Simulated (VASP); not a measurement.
Set up this calculation in VASP 6.6.1, as the native input.

| Quantity | Value |
| --- | --- |
| Task | single point |
| Functional | LDA |
| Potentials or basis | VASP PAW LDA potentials, release 64 (Cd, Ir) |
| Cutoff | 520 eV |
| k mesh | 5 × 5 × 5 |
| Occupations | gaussian, width 0.1 eV |
| Spin | no spin polarisation |
| Dipole correction | no |
| Further INCAR settings | ALGO = Normal; EDIFF = 1e-07; NBANDS = 30 |

The structure of Cd3Ir lies in POSCAR:

```
Cd3Ir
1.0
    4.2167000000      0.0000000000      0.0000000000
    0.0000000000      4.2167000000      0.0000000000
    0.0000000000      0.0000000000      4.2167000000
Cd Ir
3 1
Direct
    0.0000000000      0.5000000000      0.5000000000
    0.5000000000      0.0000000000      0.5000000000
    0.5000000000      0.5000000000      0.0000000000
    0.0000000000      0.0000000000      0.0000000000
```

The input as run:

INCAR

```
SYSTEM = Cd3Ir
  ALGO = Normal
  EDIFF = 1E-7
  ENCUT = 520
  ISIF = 2
  ISMEAR = 0
  LASPH = .True.
  LCHARG = .False.
  LREAL = .False.
  LWAVE = .False.
  NBANDS = 30
  NELM = 80
  PREC = Accurate
  SIGMA = 0.1
```

KPOINTS

```
k-points
0
Gamma
  5 5 5
  0 0 0
```

Potentials or basis: VASP PAW LDA potentials, release 64 (Cd, Ir).

Command:

```console
$ cat potpaw_LDA.64/Cd/POTCAR potpaw_LDA.64/Ir/POTCAR > POTCAR
$ mpirun -np 1 vasp_std > vasp.out
```

It gave:

The pressure is -10.0 GPa.

Run time: 12 s on 1 thread of Intel(R) Xeon(R) Platinum 8175M CPU @ 2.50GHz (Skylake/Cascade Lake) (shared host), peak memory 0.16 GiB.
